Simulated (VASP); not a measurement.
# Y (Cmce) in VASP: single point with r2SCAN

Aim: the single point of Y with r2SCAN.

All numbers are computed with VASP 6.6.1; they aren't measurements. Logs are shortened: lines on timing, memory, paths and dates and some standing lists are left out, and cuts for length are marked.

### Step 1. The cell of the first run

The structure is orthorhombic, space group Cmce (No. 64). Conventional cell: a = 6.813 Å, b = 4.503 Å, c = 9.184 Å, α = 90.00°, β = 90.00°, γ = 90.00°. Y (site symmetry m) has 3 Y at 2.54 to 3.32 Å within 3.4 Å.

### Step 2. Single point, r2SCAN

File POSCAR:

```
Y
1.0
    3.4064735246     -2.2514184081      0.0000000000
    3.4064735246      2.2514184081      0.0000000000
    0.0000000000      0.0000000000      9.1840967804
Y
4
Direct
    0.8500000000      0.1500000000      0.1170000000
    0.6500000000      0.3500000000      0.6170000000
    0.1500000000      0.8500000000      0.8830000000
    0.3500000000      0.6500000000      0.3830000000
```

File INCAR.step1:

```
  PREC = Accurate
  ENCUT = 520
  ISMEAR = 0
  SIGMA = 0.1
  LREAL = F
  LASPH = T
  NELM = 100
  NBANDS = 30
  GGA = PE
  ALGO = Normal
  EDIFF = 1E-4
  LWAVE = T
  LCHARG = F
```

File INCAR.step2:

```
  PREC = Accurate
  ENCUT = 520
  EDIFF = 1E-7
  ISMEAR = 0
  SIGMA = 0.1
  LREAL = F
  LASPH = T
  NELM = 100
  ALGO = Normal
  ISIF = 2
  LWAVE = F
  LCHARG = F
  METAGGA = R2SCAN
  LMIXTAU = T
  NBANDS = 30
  ISTART = 1
```

File KPOINTS:

```
Automatic mesh
0
Gamma
  6 6 2
```

Potentials or basis: VASP PAW PBE potentials, release 64 (Y_sv).

Started as:

```console
$ cat potpaw_PBE.64/Y_sv/POTCAR > POTCAR
$ cp INCAR.step1 INCAR
$ mpirun -np 1 vasp_std > vasp.out
$ cp INCAR.step2 INCAR
$ mpirun -np 1 vasp_std > vasp.out
```

OUTCAR:

```text
PREC = Accurate
   ENCUT = 520
   EDIFF = 1E-7
   ISMEAR = 0
   LREAL = F
   LASPH = T
   NELM = 100
   ISIF = 2
   METAGGA = R2SCAN
   ISTART = 1

 ion  position               nearest neighbor table
   1  0.850  0.150  0.117-   3 2.54   4 3.32   4 3.32   3 3.81   3 4.13   3 4.13   4 4.19   4 4.19

   2  0.650  0.350  0.617-   4 2.54   3 3.32   3 3.32   4 3.81   4 4.13   4 4.13   3 4.19   3 4.19

   3  0.150  0.850  0.883-   1 2.54   2 3.32   2 3.32   1 3.81   1 4.13   1 4.13   2 4.19   2 4.19

   4  0.350  0.650  0.383-   2 2.54   1 3.32   1 3.32   2 3.81   2 4.13   2 4.13   1 4.19   1 4.19

  LATTYP: Found a base centered orthorhombic cell.
 ALAT       =     4.5028368162
 B/A-ratio  =     1.5130344108
 C/A-ratio  =     2.0396246089

  Lattice vectors:

 A1 = (  -3.4064735246,  -2.2514184081,   0.0000000000)
 A2 = (   3.4064735246,  -2.2514184081,   0.0000000000)
 A3 = (   0.0000000000,   0.0000000000,   9.1840967804)

Analysis of symmetry for initial positions (statically):
=====================================================================
 Subroutine PRICEL returns:
 Original cell was already a primitive cell.

 Routine SETGRP: Setting up the symmetry group for a
 base centered orthorhombic supercell.

 Subroutine GETGRP returns: Found  8 space group operations
 (whereof  4 operations were pure point group operations)
 out of a pool of  8 trial point group operations.

The static configuration has the point symmetry C_2h.
 The point group associated with its full space group is D_2h.

Analysis of symmetry for dynamics (positions and initial velocities):
=====================================================================
 Subroutine PRICEL returns:
 Original cell was already a primitive cell.

 Routine SETGRP: Setting up the symmetry group for a
 base centered orthorhombic supercell.

 Subroutine GETGRP returns: Found  8 space group operations
 (whereof  4 operations were pure point group operations)
 out of a pool of  8 trial point group operations.

The dynamic configuration has the point symmetry C_2h.
 The point group associated with its full space group is D_2h.

 Subroutine INISYM returns: Found  8 space group operations
 (whereof  4 operations are pure point group operations),
 and found     1 'primitive' translations

----------------------------------------------------------------------------------------

[... 95 lines left out ...]
   NELM   =    100;   NELMIN=  2; NELMDL=  0     # of ELM steps
   EDIFF  = 0.1E-06   stopping-criterion for ELM
   LREAL  =      F    real-space projection
   EDIFFG = 0.1E-05   stopping-criterion for IOM
   NSW    =      0    number of steps for IOM
   IBRION =     -1    ionic relax: 0-MD 1-quasi-New 2-CG
   NFREE  =      0    steps in history (QN), initial steepest desc. (CG)
   ISIF   =      2    stress and relaxation
   ISYM   =      2    0-nonsym 1-usesym 2-fastsym
   POTIM  = 0.5000    time-step for ionic-motion
   TEBEG  =    0.0;   TEEND  =   0.0 temperature during run
   PSTRESS=    0.0 pullay stress
   NELECT =      44.0000    total number of electrons
   NUPDOWN=      -1.0000    fix difference up-down
   EMIN   =  10.00;   EMAX   =-10.00  energy-range for DOS
   EFERMI =   0.00;   METHOD = LEGACY
   ISMEAR =     0;   SIGMA  =   0.10  broadening in eV -4-tet -1-fermi 0-gaus
   EFERMI_NEDOS =   21; number of points for ismear=-14 and -15
   IALGO  =     38    algorithm
   IMIX   =      4    mixing-type and parameters
     AMIX     =   0.40;   BMIX     =  1.00
     AMIX_MAG =   1.60;   BMIX_MAG =  1.00
  volume/ion in A,a.u.               =      35.22       237.66
  Fermi-wavevector in a.u.,A,eV,Ry     =   1.110750  2.099014 16.786413  1.233767
  Thomas-Fermi vector in A             =   2.247306
   LORBIT       =      0    0 simple, 1 ext, 2 COOP (PROOUT), +10 PAW based schemes
   METAGGA = R2SCAN    functional components
   LHFCALC =     F    Hartree Fock is set to
   AEXX    =    0.0000 exact exchange contribution
   IVDW    =     0    specifies the selected vdW correction
   LEPSILON=     F    determine dielectric tensor
   LRPA    =     F    only Hartree local field effects (RPA)
 non-spin polarized calculation
 Gauss-broadening in eV      SIGMA  =   0.10
  energy-cutoff  :      520.00
  volume of cell :      140.87
 maximum number of plane-waves:      3819
   NGX = 15   NGY = 15   NGZ = 35

 number of electron      44.0000001 magnetization

 Free energy of the ion-electron system (eV)
  ---------------------------------------------------
  ext. energy  EPLUGINS =         0.00000000
  ---------------------------------------------------
  free energy    TOTEN  =       -77.52806653 eV

  energy without entropy =      -77.49309307  energy(sigma->0) =      -77.51057980

 E-fermi :   2.3938     XC(G=0):  -9.7017

 val. band max:        2.3825156879   @ k =   0.3333   0.1667   0.0000
 cond. band min:       2.3967955244   @ k =   0.5000   0.1667   0.5000
 fundamental gap:      0.0142798364
 Fermi energy:         2.3937929812

 k-point     1 :       0.0000    0.0000    0.0000
  band No.  band energies     occupation
      1     -42.2061      2.00000
      2     -42.1520      2.00000
      3     -41.7489      2.00000
      4     -41.6905      2.00000
      5     -22.7312      2.00000
      6     -22.5900      2.00000
[... 781 lines left out ...]
     29       5.8442      0.00000
     30       5.8442      0.00000

 [... further k-points ...]

------------------------ aborting loop because EDIFF is reached ----------------------------------------

  FORCE on cell =-STRESS in cart. coord.  units (eV):
  Direction    XX          YY          ZZ          XY          YZ          ZX
  --------------------------------------------------------------------------------------
  -------------------------------------------------------------------------------------
  Total      -10.1508196     -0.0194963      9.0589866      0.0000000     -0.0000000      0.0000000
  in kB     -115.4473623     -0.2217349    103.0297210      0.0000000     -0.0000000      0.0000000
  external PRESSURE =      -4.2131254 kB  Pullay stress =       0.0000000 kB

 VOLUME and BASIS-vectors are now :
 -----------------------------------------------------------------------------
  energy-cutoff  :      520.00
  volume of cell :      140.87
      direct lattice vectors                 reciprocal lattice vectors
     3.406473525 -2.251418408  0.000000000     0.146779359 -0.222082221  0.000000000
     3.406473525  2.251418408  0.000000000     0.146779359  0.222082221  0.000000000
     0.000000000  0.000000000  9.184096780     0.000000000  0.000000000  0.108883870

 POSITION                                       TOTAL-FORCE (eV/Angst)
 -----------------------------------------------------------------------------------
      3.40647     -1.57599      1.07454         0.000000      2.088012      2.134416
      3.40647     -0.67543      5.66659         0.000000     -2.088012      2.134416
      3.40647      1.57599      8.10956         0.000000     -2.088012     -2.134416
      3.40647      0.67543      3.51751         0.000000      2.088012     -2.134416
 -----------------------------------------------------------------------------------
    total drift:                               -0.000000     -0.000000     -0.000000

  FREE ENERGIE OF THE ION-ELECTRON SYSTEM (eV)
  ---------------------------------------------------
  free  energy   TOTEN  =       -77.5280665311 eV

  energy  without entropy=      -77.4930930653  energy(sigma->0) =      -77.51057980
```

OSZICAR.step1:

```text
N       E                     dE             d eps       ncg     rms          rms(c)
DAV:   1     0.232884827050E+03    0.23288E+03   -0.21668E+04  1560   0.138E+03
DAV:   2    -0.130284240186E-02   -0.23289E+03   -0.22660E+03  1776   0.338E+02
DAV:   3    -0.215391980935E+02   -0.21538E+02   -0.20859E+02  2640   0.575E+01
DAV:   4    -0.228616866084E+02   -0.13225E+01   -0.13103E+01  2342   0.149E+01
DAV:   5    -0.229106039756E+02   -0.48917E-01   -0.48882E-01  2242   0.230E+00    0.448E+01
DAV:   6    -0.221989506071E+02    0.71165E+00   -0.99675E-01  1812   0.499E+00    0.268E+01
DAV:   7    -0.221046624303E+02    0.94288E-01   -0.15167E+00  2068   0.565E+00    0.214E+00
DAV:   8    -0.220805911168E+02    0.24071E-01   -0.31102E-01  1942   0.244E+00    0.108E+00
DAV:   9    -0.220810911770E+02   -0.50006E-03   -0.11434E-02  2144   0.573E-01    0.413E-01
DAV:  10    -0.220809096624E+02    0.18151E-03   -0.93733E-04  1846   0.195E-01    0.116E-01
DAV:  11    -0.220809213873E+02   -0.11725E-04   -0.37943E-04  1588   0.129E-01
   1 F= -.22080921E+02 E0= -.22059820E+02  d E =-.422019E-01
```

Run time: 3.6 min. Hardware: 1 thread of Intel Xeon 6975P-C (Granite Rapids), shared host; peak memory 0.31 GiB.

Results:

- Free energy: -77.5281 eV
- Pressure: -0.4 GPa
- Largest force: 2.986 eV/Å
- Band gap on the k mesh: zero (bands 22 and 23 overlap by 0.87 eV)

Forces on the atoms (eV/Å):
```
Y    0.000  2.088  2.134
Y    0.000 -2.088  2.134
Y    0.000 -2.088 -2.134
Y    0.000  2.088 -2.134
```

Caveat: the PAW data sets were made with another functional, which shifts forces and pressure a little.
